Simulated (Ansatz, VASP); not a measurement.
## YBe2Al2Au in VASP and in Ansatz

```
Y Be Al Au
1.0
     3.93978    0.00000    0.00000
     0.00000    3.93978    0.00000
     0.00000    0.00000    5.18389
Y Be Al Au
1 2 2 1
Direct
  0.00000 0.00000 0.50000
  0.00000 0.50000 0.00000
  0.50000 0.00000 0.00000
  0.50000 0.50000 0.27076
  0.50000 0.50000 0.72924
  0.00000 0.00000 0.00000
```

Change from the starting cell: species swapped into the DyCr2Si2C type (P4/mmm, No. 123).

Alike in both runs: task single point; functional PBE; k mesh 4 × 4 × 4; occupations gaussian, width 0.1 eV; no spin polarisation.

|  | VASP | Ansatz |
| --- | --- | --- |
| version | VASP 6.6.1 | Ansatz 0.2.0 |
| potentials or method | VASP PAW PBE potentials, release 64 (Y_sv, Be, Al, Au), cutoff 520 eV | scalar-relativistic, plane waves, PAW |
| valence electrons in the cell | 32 | 40 |

```tsv
	VASP	Ansatz	Ansatz less VASP
gap on the k mesh at the Fermi level (eV)	none	none	-
rms of the force components (eV/Å)	0.185	0.185	-0.0004
```

Atom by atom the forces differ by 0.000 eV/Å (rms over components). A gap of «none» marks a metal or a gap that the smearing closes. VASP's potentials hold 32 valence electrons a cell and Ansatz's 40, so a difference there can come from the potentials and not from the codes.

The k mesh is coarse, so the values compare programs but aren't converged. Neither program's run includes spin-orbit coupling.
